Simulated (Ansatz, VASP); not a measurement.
**C: VASP beside Ansatz**

```xyz
1
Lattice="3.6736 0.0000 0.0000 -1.8368 3.1814 0.0000 0.0000 0.0000 1.2835" Properties=species:S:1:pos:R:3 pbc="T T T"
C     0.0000    0.0000    0.0000
```

Alike in both runs: task single point; functional PBE; k mesh 6 × 6 × 12; occupations gaussian, width 0.1 eV; collinear spin.

|  | VASP | Ansatz |
| --- | --- | --- |
| version | VASP 6.6.1 | Ansatz 0.2.0 |
| potentials or method | VASP PAW PBE potentials, release 64 (C), cutoff 600 eV | scalar-relativistic, plane waves, PAW |
| valence electrons in the cell | 4 | 4 |

Ansatz gave:

- gap on the k mesh at the Fermi level (eV): none
- pressure (GPa): 0.3
- traceless stress, the component that is largest in VASP (GPa): 3.86
- net moment per atom (μB): 0.00

**Question.** What did VASP give for the same quantities?

**Answer.** gap on the k mesh at the Fermi level (eV): none; pressure (GPa): 0.0; traceless stress, the component that is largest in VASP (GPa): 3.55; net moment per atom (μB): 0.00.

A gap of «none» marks a metal or a gap that the smearing closes. Ansatz's warnings: seeded moment not kept.

The k mesh is coarse, so the values compare programs but aren't converged.
